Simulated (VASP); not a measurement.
# Al2Cu in VASP: a series of runs

The runs below take Al2Cu through single point, with PBEsol.

All numbers are computed with VASP 6.6.1; they aren't measurements. Logs are shortened: lines on timing, memory, paths and dates and some standing lists are left out, and cuts for length are marked.

## Step 1: The cell of the first run

The structure is tetragonal, space group I4/mcm (No. 140). Conventional cell: a = 5.992 Å, b = 5.992 Å, c = 4.829 Å, α = 90.00°, β = 90.00°, γ = 90.00°. Al (site symmetry m2m) has 4 Cu at 2.56 Å and 11 Al at 2.70 to 3.19 Å within 3.4 Å. Cu (site symmetry 422) has 2 Cu at 2.41 Å and 8 Al at 2.56 Å within 3.2 Å.

## Step 2: Single point, PBEsol

File INCAR:

```
  PREC = Accurate
  ENCUT = 520
  EDIFF = 1E-6
  ISMEAR = 0
  SIGMA = 0.1
  LREAL = F
  LASPH = T
  NELM = 60
  ALGO = Fast
  ISIF = 2
  LWAVE = F
  LCHARG = T
  GGA = PS
  LELF = T
  LVHAR = T
  NBANDS = 46
```

File KPOINTS:

```
Automatic mesh
0
Gamma
  6 6 8
```

File POSCAR:

```
Al2Cu
1.0
    5.9923500371      0.0000000000      0.0000000000
    0.0000000000      5.9923500371      0.0000000000
    0.0000000000      0.0000000000      4.8287015638
Al Cu
8 4
Direct
    0.1593393174      0.3406606826      0.0000000000
    0.1593393174      0.6593393174      0.5000000000
    0.8406606826      0.3406606826      0.5000000000
    0.8406606826      0.6593393174      0.0000000000
    0.6593393174      0.8406606826      0.5000000000
    0.6593393174      0.1593393174      0.0000000000
    0.3406606826      0.8406606826      0.0000000000
    0.3406606826      0.1593393174      0.5000000000
    0.0000000000      0.0000000000      0.7500000000
    0.0000000000      0.0000000000      0.2500000000
    0.5000000000      0.5000000000      0.2500000000
    0.5000000000      0.5000000000      0.7500000000
```

Potentials or basis: VASP PAW PBE potentials, release 64 (Al, Cu).

Launch:

```bash
> cat potpaw_PBE.64/Al/POTCAR potpaw_PBE.64/Cu/POTCAR > POTCAR
> mpirun -np 1 vasp_std > vasp.out
```

OUTCAR:

```text
PREC = Accurate
   ENCUT = 520
   EDIFF = 1E-6
   ISMEAR = 0
   LREAL = F
   LASPH = T
   NELM = 60
   ISIF = 2
   GGA = PS

 ion  position               nearest neighbor table
   1  0.159  0.341  0.000-   9 2.56  10 2.56  11 2.56  12 2.56   4 2.70   8 2.86   8 2.86   3 3.08
                             2 3.08   3 3.08   2 3.08   6 3.19   7 3.19   7 3.19   6 3.19
   2  0.159  0.659  0.500-   9 2.56  10 2.56  11 2.56  12 2.56   3 2.70   7 2.86   7 2.86   1 3.08
                             1 3.08   4 3.08   4 3.08   8 3.19   5 3.19   8 3.19   5 3.19
   3  0.841  0.341  0.500-   9 2.56  10 2.56  11 2.56  12 2.56   2 2.70   6 2.86   6 2.86   1 3.08
                             1 3.08   4 3.08   4 3.08   8 3.19   5 3.19   5 3.19   8 3.19
   4  0.841  0.659  0.000-   9 2.56  10 2.56  11 2.56  12 2.56   1 2.70   5 2.86   5 2.86   2 3.08
                             2 3.08   3 3.08   3 3.08   7 3.19   6 3.19   6 3.19   7 3.19
   5  0.659  0.841  0.500-   9 2.56  10 2.56  11 2.56  12 2.56   8 2.70   4 2.86   4 2.86   6 3.08
                             7 3.08   6 3.08   7 3.08   3 3.19   2 3.19   3 3.19   2 3.19
   6  0.659  0.159  0.000-   9 2.56  10 2.56  11 2.56  12 2.56   7 2.70   3 2.86   3 2.86   8 3.08
                             5 3.08   5 3.08   8 3.08   1 3.19   4 3.19   4 3.19   1 3.19
   7  0.341  0.841  0.000-   9 2.56  10 2.56  11 2.56  12 2.56   6 2.70   2 2.86   2 2.86   8 3.08
                             5 3.08   5 3.08   8 3.08   1 3.19   4 3.19   1 3.19   4 3.19
   8  0.341  0.159  0.500-   9 2.56  10 2.56  11 2.56  12 2.56   5 2.70   1 2.86   1 2.86   7 3.08
                             6 3.08   6 3.08   7 3.08   2 3.19   3 3.19   2 3.19   3 3.19
   9  0.000  0.000  0.750-  10 2.41  10 2.41   3 2.56   4 2.56   5 2.56   6 2.56   7 2.56   8 2.56
                             1 2.56   2 2.56
  10  0.000  0.000  0.250-   9 2.41   9 2.41   3 2.56   4 2.56   5 2.56   6 2.56   7 2.56   8 2.56
                             1 2.56   2 2.56
  11  0.500  0.500  0.250-  12 2.41  12 2.41   3 2.56   4 2.56   5 2.56   6 2.56   7 2.56   8 2.56
                             1 2.56   2 2.56
  12  0.500  0.500  0.750-  11 2.41  11 2.41   3 2.56   4 2.56   5 2.56   6 2.56   7 2.56   8 2.56
                             1 2.56   2 2.56

  LATTYP: Found a simple tetragonal cell.
 ALAT       =     5.9923500371
 C/A-ratio  =     0.8058109980

  Lattice vectors:

 A1 = (   5.9923500371,   0.0000000000,   0.0000000000)
 A2 = (   0.0000000000,   5.9923500371,   0.0000000000)
 A3 = (   0.0000000000,   0.0000000000,   4.8287015638)

Analysis of symmetry for initial positions (statically):
=====================================================================
 Subroutine PRICEL returns following result:

  LATTYP: Found a body centered tetragonal cell.
 ALAT       =     5.9923500371
 C/A-ratio  =     0.8058109980

  Lattice vectors:

 A1 = (   2.9961750185,  -2.9961750185,  -2.4143507819)
 A2 = (  -2.9961750185,   2.9961750185,  -2.4143507819)
[... 167 lines left out ...]
  volume/ion in A,a.u.               =      14.45        97.51
  Fermi-wavevector in a.u.,A,eV,Ry     =   1.198311  2.264480 19.537277  1.435949
  Thomas-Fermi vector in A             =   2.334203
   LORBIT       =      0    0 simple, 1 ext, 2 COOP (PROOUT), +10 PAW based schemes
   GGA     = PS    functional components
   LHFCALC =     F    Hartree Fock is set to
   AEXX    =    0.0000 exact exchange contribution
   IVDW    =     0    specifies the selected vdW correction
   LEPSILON=     F    determine dielectric tensor
   LRPA    =     F    only Hartree local field effects (RPA)
 non-spin polarized calculation
 RMM-DIIS sequential band-by-band and
 Gauss-broadening in eV      SIGMA  =   0.10
  energy-cutoff  :      520.00
  volume of cell :      173.39
 maximum number of plane-waves:      4752
 NGX is ok and might be reduce to    48
   NGX = 23   NGY = 23   NGZ = 17

 number of electron      68.0000038 magnetization

 Free energy of the ion-electron system (eV)
  ---------------------------------------------------
  ext. energy  EPLUGINS =         0.00000000
  ---------------------------------------------------
  free energy    TOTEN  =       -52.03271011 eV

  energy without entropy =      -52.01865061  energy(sigma->0) =      -52.02568036

 E-fermi :   8.2710     XC(G=0): -11.0787

 val. band max:        8.2557373547   @ k =   0.5000   0.5000   0.1250
 cond. band min:       8.2801285953   @ k =   0.3333   0.1667   0.2500
 fundamental gap:      0.0243912406
 Fermi energy:         8.2710125512

 k-point     1 :       0.0000    0.0000    0.0000
  band No.  band energies     occupation
      1      -2.7406      2.00000
      2       1.0996      2.00000
      3       1.1651      2.00000
      4       1.3120      2.00000
      5       1.3120      2.00000
      6       2.7581      2.00000
[... 1165 lines left out ...]
     45      12.7200      0.00000
     46      12.7200      0.00000

 [... further k-points ...]

------------------------ aborting loop because EDIFF is reached ----------------------------------------

  FORCE on cell =-STRESS in cart. coord.  units (eV):
  Direction    XX          YY          ZZ          XY          YZ          ZX
  --------------------------------------------------------------------------------------
  -------------------------------------------------------------------------------------
  Total        0.4265525      0.4265525     -0.0499796      0.0000000      0.0000000      0.0000000
  in kB        3.9414708      3.9414708     -0.4618267      0.0000000      0.0000000      0.0000000
  external PRESSURE =       2.4737049 kB  Pullay stress =       0.0000000 kB

 VOLUME and BASIS-vectors are now :
 -----------------------------------------------------------------------------
  energy-cutoff  :      520.00
  volume of cell :      173.39
      direct lattice vectors                 reciprocal lattice vectors
     5.992350037  0.000000000  0.000000000     0.166879437  0.000000000  0.000000000
     0.000000000  5.992350037  0.000000000     0.000000000  0.166879437  0.000000000
     0.000000000  0.000000000  4.828701564     0.000000000  0.000000000  0.207095010

 POSITION                                       TOTAL-FORCE (eV/Angst)
 -----------------------------------------------------------------------------------
      0.95482      2.04136      0.00000        -0.019273      0.019273      0.000000
      0.95482      3.95099      2.41435        -0.019273     -0.019273     -0.000000
      5.03753      2.04136      2.41435         0.019273      0.019273     -0.000000
      5.03753      3.95099      0.00000         0.019273     -0.019273     -0.000000
      3.95099      5.03753      2.41435        -0.019273      0.019273      0.000000
      3.95099      0.95482      0.00000        -0.019273     -0.019273      0.000000
      2.04136      5.03753      0.00000         0.019273      0.019273     -0.000000
      2.04136      0.95482      2.41435         0.019273     -0.019273     -0.000000
      0.00000      0.00000      3.62153         0.000000     -0.000000      0.000000
      0.00000      0.00000      1.20718         0.000000     -0.000000      0.000000
      2.99618      2.99618      1.20718         0.000000     -0.000000      0.000000
      2.99618      2.99618      3.62153         0.000000     -0.000000      0.000000
 -----------------------------------------------------------------------------------
    total drift:                                0.000000     -0.000000     -0.000000

  FREE ENERGIE OF THE ION-ELECTRON SYSTEM (eV)
  ---------------------------------------------------
  free  energy   TOTEN  =       -52.0327101118 eV

  energy  without entropy=      -52.0186506068  energy(sigma->0) =      -52.02568036
```

stdout:

```text
POSCAR found type information on POSCAR AlCu
 POSCAR found :  2 types and      12 ions
 scaLAPACK will be used
 -----------------------------------------------------------------------------
|                                                                             |
|                                                                             |
|     You enforced a specific xc type in the INCAR file but a different       |
|     I HOPE YOU KNOW WHAT YOU ARE DOING!                                     |
|                                                                             |
 -----------------------------------------------------------------------------

 LDA part: xc-table for (Slater+PW92), standard interpolation
 POSCAR, INCAR and KPOINTS ok, starting setup
 FFT: planning ... GRIDC
 FFT: planning ... GRID_SOFT
 FFT: planning ... GRID
 WAVECAR not read
 entering main loop
```

It took 8.4 min on 1 thread of Intel Xeon Platinum 8488C (Sapphire Rapids), shared host; peak memory 0.45 GiB.

What came out:

```
Free energy            : -52.0327 eV
Pressure               : 0.2 GPa
Largest force          : 0.027 eV/Å
Band gap on the k mesh : zero (bands 34 and 35 overlap by 1.92 eV)
```

Forces in eV/Å, atoms in the order of the input:
```
Al  -0.019  0.019  0.000
Al  -0.019 -0.019  0.000
Al   0.019  0.019  0.000
Al   0.019 -0.019  0.000
Al  -0.019  0.019  0.000
Al  -0.019 -0.019  0.000
Al   0.019  0.019  0.000
Al   0.019 -0.019  0.000
Cu   0.000  0.000  0.000
Cu   0.000  0.000  0.000
Cu   0.000  0.000  0.000
Cu   0.000  0.000  0.000
```

Levels at points of the mesh, in eV from the Fermi level:
```csv
k point,band 30,band 31,band 32,band 33,band 34,band 35,band 36,band 37,band 38,band 39
"(0.00, 0.00, 0.00)",-1.90,-1.49,-1.31,-1.31,-0.90,-0.27,0.03,1.47,1.47,1.61
"(0.50, 0.00, 0.00)",-2.06,-1.44,-1.44,-0.06,-0.06,0.37,0.37,1.47,1.47,2.10
"(0.50, 0.50, 0.00)",-1.56,-1.35,-1.35,-0.94,-0.94,-0.74,-0.74,0.78,0.78,1.24
"(0.00, 0.00, 0.50)",-3.12,-0.82,-0.82,-0.82,-0.82,-0.81,-0.81,0.19,0.19,3.39
"(0.50, 0.00, 0.50)",-2.70,-2.70,-2.70,0.19,0.19,0.19,0.19,4.07,4.07,4.07
"(0.50, 0.50, 0.50)",0.39,0.39,0.39,0.70,0.70,0.70,0.70,1.83,1.83,1.83
```

Caveat: the PAW data sets were made with another functional, which shifts forces and pressure a little.

## Step 3: Single point, PBEsol (uniaxial strain along c: +1.0 %)

File INCAR:

```
SYSTEM = Al2Cu
  PREC = Accurate
  ENCUT = 520
  EDIFF = 1E-7
  ISMEAR = 0
  SIGMA = 0.1
  LREAL = .FALSE.
  LASPH = .TRUE.
  NELM = 80
  ALGO = Fast
  ISIF = 2
  LWAVE = .FALSE.
  LCHARG = .FALSE.
  GGA = PS
  NBANDS = 46
```

File KPOINTS:

```
regular mesh
0
G
  6 6 8
  0 0 0
```

Changes to POSCAR since step 2:

```diff
@@ -2,5 +2,5 @@
 1.0
-    5.9923500371      0.0000000000      0.0000000000
-    0.0000000000      5.9923500371      0.0000000000
-    0.0000000000      0.0000000000      4.8287015638
+    5.9773691621      0.0000000000      0.0000000000
+    0.0000000000      5.9773691621      0.0000000000
+    0.0000000000      0.0000000000      4.8769885794
 Al Cu
```

Potentials or basis: VASP PAW PBE potentials, release 64 (Al, Cu).

Launch:

```bash
> cat potpaw_PBE.64/Al/POTCAR potpaw_PBE.64/Cu/POTCAR > POTCAR
> mpirun -np 1 vasp_std > vasp.out
```

Run time: 11 min. Hardware: 1 thread of Intel Xeon Platinum 8488C (Sapphire Rapids), shared host; peak memory 0.46 GiB.

It converged, with:

```
Free energy            : -52.0198 eV
Pressure               : -0.3 GPa
Largest force          : 0.013 eV/Å
Band gap on the k mesh : zero (bands 34 and 35 overlap by 1.93 eV)
```

Forces on the atoms (eV/Å):
```
Al   0.009 -0.009  0.000
Al   0.009  0.009  0.000
Al  -0.009 -0.009  0.000
Al  -0.009  0.009  0.000
Al   0.009 -0.009  0.000
Al   0.009  0.009  0.000
Al  -0.009 -0.009  0.000
Al  -0.009  0.009  0.000
Cu   0.000  0.000  0.000
Cu   0.000  0.000  0.000
Cu   0.000  0.000  0.000
Cu   0.000  0.000  0.000
```

Stress tensor (GPa, compression positive):
```
 0.53  0.00  0.00
 0.00  0.53  0.00
 0.00  0.00 -1.87
```

Levels at points of the mesh, in eV from the Fermi level:
```
           k point  band 30  band 31  band 32  band 33  band 34  band 35  band 36  band 37  band 38  band 39
(0.00, 0.00, 0.00)    -1.92    -1.53    -1.30    -1.30    -0.87    -0.29     0.05     1.42     1.42     1.53
(0.50, 0.00, 0.00)    -2.07    -1.33    -1.33    -0.05    -0.05     0.31     0.31     1.44     1.44     2.05
(0.50, 0.50, 0.00)    -1.45    -1.31    -1.31    -0.93    -0.93    -0.78    -0.78     0.88     0.88     1.35
(0.00, 0.00, 0.50)    -3.07    -0.77    -0.77    -0.77    -0.77    -0.74    -0.74     0.27     0.27     3.21
(0.50, 0.00, 0.50)    -2.66    -2.66    -2.66     0.26     0.26     0.26     0.26     4.12     4.12     4.12
(0.50, 0.50, 0.50)     0.47     0.47     0.47     0.76     0.76     0.76     0.76     1.91     1.91     1.91
```

Caveat: the cell differs from its parent crystal (uniaxial strain along c: +1.0 %); the PAW data sets were made with another functional, which shifts forces and pressure a little.

## Step 4: Single point, PBEsol (uniaxial strain along c: +1.0 %, then relaxed in part)

File INCAR:

```
SYSTEM = Al2Cu
PREC = Accurate
ENCUT = 520
EDIFF = 1E-6
ISMEAR = 0
SIGMA = 0.1
LREAL = .FALSE.
LASPH = .TRUE.
NELM = 100
ALGO = Fast
ISIF = 2
LWAVE = .FALSE.
LCHARG = .TRUE.
GGA = PS
LELF = .TRUE.
LVHAR = .TRUE.
NBANDS = 46
```

KPOINTS is that of step 3.

File POSCAR:

```
Al2Cu
1.0
    5.9832205368      0.0000000000      0.0000000000
    0.0000000000      5.9832205368      0.0000000000
    0.0000000000      0.0000000000      4.8769885794
Al Cu
8 4
Direct
    0.1595870221      0.3404129779      0.0000000000
    0.1595870221      0.6595870221      0.5000000000
    0.8404129779      0.3404129779      0.5000000000
    0.8404129779      0.6595870221      0.0000000000
    0.6595870221      0.8404129779      0.5000000000
    0.6595870221      0.1595870221      0.0000000000
    0.3404129779      0.8404129779      0.0000000000
    0.3404129779      0.1595870221      0.5000000000
    0.0000000000      0.0000000000      0.7500000000
    0.0000000000      0.0000000000      0.2500000000
    0.5000000000      0.5000000000      0.2500000000
    0.5000000000      0.5000000000      0.7500000000
```

Launch:

```bash
> cat potpaw_PBE.64/Al/POTCAR potpaw_PBE.64/Cu/POTCAR > POTCAR
> mpirun -np 1 vasp_std > vasp.out
```

Wall time 7.8 min (1 thread of Intel Xeon Platinum 8488C (Sapphire Rapids), shared host); peak memory 0.45 GiB.

Results (log left out):

| Item | Value |
| --- | --- |
| Free energy | -52.0207 eV |
| Pressure | -0.2 GPa |
| Largest force | 0.006 eV/Å |
| Band gap on the k mesh | zero (bands 34 and 35 overlap by 1.93 eV) |

Forces in eV/Å, atoms in the order of the input:
```
Al  -0.004  0.004  0.000
Al  -0.004 -0.004  0.000
Al   0.004  0.004  0.000
Al   0.004 -0.004  0.000
Al  -0.004  0.004  0.000
Al  -0.004 -0.004  0.000
Al   0.004  0.004  0.000
Al   0.004 -0.004  0.000
Cu   0.000  0.000  0.000
Cu   0.000  0.000  0.000
Cu   0.000  0.000  0.000
Cu   0.000  0.000  0.000
```

Stress tensor (GPa, compression positive):
```
 0.50  0.00  0.00
 0.00  0.50  0.00
 0.00  0.00 -1.69
```

Levels at points of the mesh, in eV from the Fermi level:
| k point | band 32 | band 33 | band 34 | band 35 | band 36 | band 37 |
| --- | --- | --- | --- | --- | --- | --- |
| (0.00, 0.00, 0.00) | -1.30 | -1.30 | -0.87 | -0.29 | 0.07 | 1.41 |
| (0.50, 0.00, 0.00) | -1.34 | -0.05 | -0.05 | 0.32 | 0.32 | 1.45 |
| (0.50, 0.50, 0.00) | -1.30 | -0.93 | -0.93 | -0.78 | -0.78 | 0.88 |
| (0.00, 0.00, 0.50) | -0.77 | -0.77 | -0.77 | -0.73 | -0.73 | 0.25 |
| (0.50, 0.00, 0.50) | -2.66 | 0.25 | 0.25 | 0.25 | 0.25 | 4.11 |
| (0.50, 0.50, 0.50) | 0.47 | 0.75 | 0.75 | 0.75 | 0.75 | 1.91 |

Caveat: the cell differs from its parent crystal (uniaxial strain along c: +1.0 %, then relaxed in part); the PAW data sets were made with another functional, which shifts forces and pressure a little.

[end of part 1 of 2]

The gap in the log of VASP goes by the Fermi energy; the results here count the filled bands.